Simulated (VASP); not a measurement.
# InAsH3 in VASP: a series of runs, part 2 of 2

VASP 6.6.1. Earlier steps stand in the parts before.

### 3 Single point, PBE

This run uses another cell than the first one.

The input, INCAR:

```
SYSTEM = InAsH3
PREC = Accurate ; ENCUT = 520
EDIFF = 1E-6 ; ISMEAR = 0
SIGMA = 0.05 ; LREAL = .False.
LASPH = .True. ; NELM = 100
ALGO = Normal ; ISIF = 2
LWAVE = .False. ; LCHARG = .True.
GGA = PE ; LELF = .True.
LVHAR = .True. ; NBANDS = 32
```

The input, KPOINTS:

```
regular mesh
0
Gamma
  1 1 12
  0 0 0
```

The input, POSCAR:

```
InAsH3
1.0
   14.0000000000      0.0000000000      0.0000000000
    0.0000000000     15.8000000000      0.0000000000
    0.0000000000      0.0000000000      4.5124882573
In As H
2 2 6
Direct
    0.5931614293      0.5454694204      0.0000000000
    0.4154803293      0.3509052368      0.5000000000
    0.5716197074      0.6393994277      0.5000000000
    0.4449405268      0.4450209726      0.0000000000
    0.7106083110      0.5107744812      0.0000000000
    0.4749411669      0.6827147924      0.5000000000
    0.6323293961      0.7192136774      0.5000000000
    0.5096178212      0.2795423230      0.5000000000
    0.2936589253      0.3311457658      0.5000000000
    0.3664730473      0.5118920116      0.0000000000
```

Potentials or basis: VASP PAW PBE potentials, release 64 (In_d, As, H).

Command:

```
> cat potpaw_PBE.64/In_d/POTCAR potpaw_PBE.64/As/POTCAR potpaw_PBE.64/H/POTCAR > POTCAR
> mpirun -np 1 vasp_std > vasp.out
```

OUTCAR:

```text
SYSTEM = InAsH3
   PREC = Accurate
   ENCUT = 520
   EDIFF = 1E-6
   ISMEAR = 0
   LREAL = .False.
   LASPH = .True.
   NELM = 100
   ISIF = 2
   GGA = PE

 ion  position               nearest neighbor table
   1  0.593  0.545  0.000-   5 1.73   4 2.61   3 2.72   3 2.72
   2  0.415  0.351  0.500-   9 1.73   8 1.73   4 2.73   4 2.73
   3  0.572  0.639  0.500-   6 1.52   7 1.52   1 2.72   1 2.72
   4  0.445  0.445  0.000-  10 1.52   1 2.61   2 2.73   2 2.73
   5  0.711  0.511  0.000-   1 1.73
   6  0.475  0.683  0.500-   3 1.52
   7  0.632  0.719  0.500-   3 1.52
   8  0.510  0.280  0.500-   2 1.73
   9  0.294  0.331  0.500-   2 1.73
  10  0.366  0.512  0.000-   4 1.52

  LATTYP: Found a simple orthorhombic cell.
 ALAT       =     4.5124882573
 B/A-ratio  =     3.1025011483
 C/A-ratio  =     3.5013941531

  Lattice vectors:

 A1 = (   0.0000000000,   0.0000000000,   4.5124882573)
 A2 = (  14.0000000000,   0.0000000000,   0.0000000000)
 A3 = (   0.0000000000,  15.8000000000,   0.0000000000)

Analysis of symmetry for initial positions (statically):
=====================================================================
 Subroutine PRICEL returns:
 Original cell was already a primitive cell.

 Routine SETGRP: Setting up the symmetry group for a
 simple orthorhombic supercell.

 Subroutine GETGRP returns: Found  2 space group operations
 (whereof  2 operations were pure point group operations)
 out of a pool of  8 trial point group operations.

The static configuration has the point symmetry C_1h.

Analysis of symmetry for dynamics (positions and initial velocities):
=====================================================================
 Subroutine PRICEL returns:
 Original cell was already a primitive cell.

 Routine SETGRP: Setting up the symmetry group for a
 simple orthorhombic supercell.

 Subroutine GETGRP returns: Found  2 space group operations
 (whereof  2 operations were pure point group operations)
 out of a pool of  8 trial point group operations.

The dynamic configuration has the point symmetry C_1h.

 Subroutine INISYM returns: Found  2 space group operations
 (whereof  2 operations are pure point group operations),
 and found     1 'primitive' translations

----------------------------------------------------------------------------------------

                                     Primitive cell

  volume of cell :     998.1624

  direct lattice vectors                    reciprocal lattice vectors
    14.000000000  0.000000000  0.000000000     0.071428571  0.000000000  0.000000000
     0.000000000 15.800000000  0.000000000     0.000000000  0.063291139  0.000000000
     0.000000000  0.000000000  4.512488257     0.000000000  0.000000000  0.221607225

  length of vectors
    14.000000000 15.800000000  4.512488257     0.071428571  0.063291139  0.221607225

  position of ions in fractional coordinates (direct lattice)
     0.593161429  0.545469420  0.000000000
[... 50 lines left out ...]
            Coordinates               Weight
  0.000000  0.000000  0.000000      1.000000
  0.000000  0.000000  0.083333      2.000000
  0.000000  0.000000  0.166667      2.000000
  0.000000  0.000000  0.250000      2.000000
  0.000000  0.000000  0.333333      2.000000
  0.000000  0.000000  0.416667      2.000000
  0.000000  0.000000  0.500000      1.000000
   k-points           NKPTS =      7   k-points in BZ     NKDIM =      7   number of bands    NBANDS=     32
   number of dos      NEDOS =    301   number of ions     NIONS =     10
   total plane-waves  NPLWV = 466560
   dimension x,y,z NGX =   108 NGY =  120 NGZ =   36
   dimension x,y,z NGXF=   216 NGYF=  240 NGZF=   72
   ions per type =               2   2   6
   NGX,Y,Z   is equivalent  to a cutoff of  12.82, 12.63, 13.26 a.u.
   NGXF,Y,Z  is equivalent  to a cutoff of  25.65, 25.25, 26.53 a.u.
 SYSTEM =  InAsH3
   PREC   = accura    normal or accurate (medium, high low for compatibility)
   ISTART =      0    job   : 0-new  1-cont  2-samecut
   ICHARG =      2    charge: 1-file 2-atom 10-const
   ISPIN  =      1    spin polarized calculation?
   LNONCOLLINEAR =      F non collinear calculations
   LSORBIT =      F    spin-orbit coupling
   LASPH  =      T    aspherical Exc in radial PAW
   ENCUT  =  520.0 eV  38.22 Ry    6.18 a.u.  26.03 29.38  8.39*2*pi/ulx,y,z
   NELM   =    100;   NELMIN=  2; NELMDL= -5     # of ELM steps
   EDIFF  = 0.1E-05   stopping-criterion for ELM
   LREAL  =      F    real-space projection
   EDIFFG = 0.1E-04   stopping-criterion for IOM
   NSW    =      0    number of steps for IOM
   IBRION =     -1    ionic relax: 0-MD 1-quasi-New 2-CG
   NFREE  =      0    steps in history (QN), initial steepest desc. (CG)
   ISIF   =      2    stress and relaxation
   ISYM   =      2    0-nonsym 1-usesym 2-fastsym
   POTIM  = 0.5000    time-step for ionic-motion
   TEBEG  =    0.0;   TEEND  =   0.0 temperature during run
   PSTRESS=    0.0 pullay stress
   NELECT =      42.0000    total number of electrons
   NUPDOWN=      -1.0000    fix difference up-down
   EMIN   =  10.00;   EMAX   =-10.00  energy-range for DOS
   EFERMI =   0.00;   METHOD = LEGACY
   ISMEAR =     0;   SIGMA  =   0.05  broadening in eV -4-tet -1-fermi 0-gaus
   EFERMI_NEDOS =   21; number of points for ismear=-14 and -15
   IALGO  =     38    algorithm
   IMIX   =      4    mixing-type and parameters
     AMIX     =   0.40;   BMIX     =  1.00
     AMIX_MAG =   1.60;   BMIX_MAG =  1.00
  volume/ion in A,a.u.               =      99.82       673.59
  Fermi-wavevector in a.u.,A,eV,Ry     =   0.569409  1.076027  4.411368  0.324226
  Thomas-Fermi vector in A             =   1.609037
   LORBIT       =      0    0 simple, 1 ext, 2 COOP (PROOUT), +10 PAW based schemes
   GGA     = PE    functional components
   LHFCALC =     F    Hartree Fock is set to
   AEXX    =    0.0000 exact exchange contribution
   IVDW    =     0    specifies the selected vdW correction
   LEPSILON=     F    determine dielectric tensor
   LRPA    =     F    only Hartree local field effects (RPA)
 non-spin polarized calculation
 Gauss-broadening in eV      SIGMA  =   0.05
  energy-cutoff  :      520.00
  volume of cell :      998.16
 maximum number of plane-waves:     26933
 NGX is ok and might be reduce to   108
   NGX = 53   NGY = 59   NGZ = 17

 number of electron      42.0000012 magnetization

 Free energy of the ion-electron system (eV)
  ---------------------------------------------------
  ext. energy  EPLUGINS =         0.00000000
  ---------------------------------------------------
  free energy    TOTEN  =       -33.23211260 eV

  energy without entropy =      -33.23211260  energy(sigma->0) =      -33.23211260

 E-fermi :  -4.1076     XC(G=0):  -2.0451

 val. band max:       -4.3930450291   @ k =   0.0000   0.0000   0.0000
 cond. band min:      -2.0693236044   @ k =   0.0000   0.0000   0.0000
 fundamental gap:      2.3237214246
 Fermi energy:        -4.1076117781

 k-point     1 :       0.0000    0.0000    0.0000
  band No.  band energies     occupation
      1     -18.1695      2.00000
      2     -18.0788      2.00000
      3     -18.0572      2.00000
      4     -17.9744      2.00000
      5     -17.9431      2.00000
      6     -17.3656      2.00000
[... 234 lines left out ...]
     31       2.0432      0.00000
     32       2.1870      0.00000

------------------------ aborting loop because EDIFF is reached ----------------------------------------

  FORCE on cell =-STRESS in cart. coord.  units (eV):
  Direction    XX          YY          ZZ          XY          YZ          ZX
  --------------------------------------------------------------------------------------
  -------------------------------------------------------------------------------------
  Total        0.0901575      0.0564529     -0.0478612     -0.0274974      0.0000000      0.0000000
  in kB        0.1447142      0.0906141     -0.0768233     -0.0441368      0.0000000      0.0000000
  external PRESSURE =       0.0528350 kB  Pullay stress =       0.0000000 kB

 VOLUME and BASIS-vectors are now :
 -----------------------------------------------------------------------------
  energy-cutoff  :      520.00
  volume of cell :      998.16
      direct lattice vectors                 reciprocal lattice vectors
    14.000000000  0.000000000  0.000000000     0.071428571  0.000000000  0.000000000
     0.000000000 15.800000000  0.000000000     0.000000000  0.063291139  0.000000000
     0.000000000  0.000000000  4.512488257     0.000000000  0.000000000  0.221607225

 POSITION                                       TOTAL-FORCE (eV/Angst)
 -----------------------------------------------------------------------------------
      8.30426      8.61842      0.00000         0.018300     -0.008570      0.000000
      5.81672      5.54430      2.25624        -0.007014     -0.024955      0.000000
      8.00268     10.10251      2.25624         0.032629     -0.103877      0.000000
      6.22917      7.03133      0.00000         0.053323     -0.046561      0.000000
      9.94852      8.07024      0.00000        -0.009637      0.007968      0.000000
      6.64918     10.78689      2.25624        -0.070783      0.039802      0.000000
      8.85261     11.36358      2.25624         0.039827      0.068628      0.000000
      7.13465      4.41677      2.25624        -0.007541      0.009618      0.000000
      4.11122      5.23210      2.25624         0.010746      0.004645      0.000000
      5.13062      8.08789      0.00000        -0.059851      0.053303      0.000000
 -----------------------------------------------------------------------------------
    total drift:                               -0.000308     -0.000236      0.000000

  FREE ENERGIE OF THE ION-ELECTRON SYSTEM (eV)
  ---------------------------------------------------
  free  energy   TOTEN  =       -33.2321125990 eV

  energy  without entropy=      -33.2321125990  energy(sigma->0) =      -33.23211260
```

Run time: 7.8 min. Hardware: 1 thread of Intel Xeon 6975P-C (Granite Rapids), shared host; peak memory 0.99 GiB.

What came out:

* Free energy: -33.2321 eV
* Largest force: 0.109 eV/Å
* Band gap on the k mesh: 2.32 eV

Forces on the atoms (eV/Å):
```
In   0.018 -0.009  0.000
In  -0.007 -0.025  0.000
As   0.033 -0.104  0.000
As   0.053 -0.047  0.000
H   -0.010  0.008  0.000
H   -0.071  0.040  0.000
H    0.040  0.069  0.000
H   -0.008  0.010  0.000
H    0.011  0.005  0.000
H   -0.060  0.053  0.000
```

Caveat: spin-orbit coupling is left out, which moves the levels of the heavy elements.
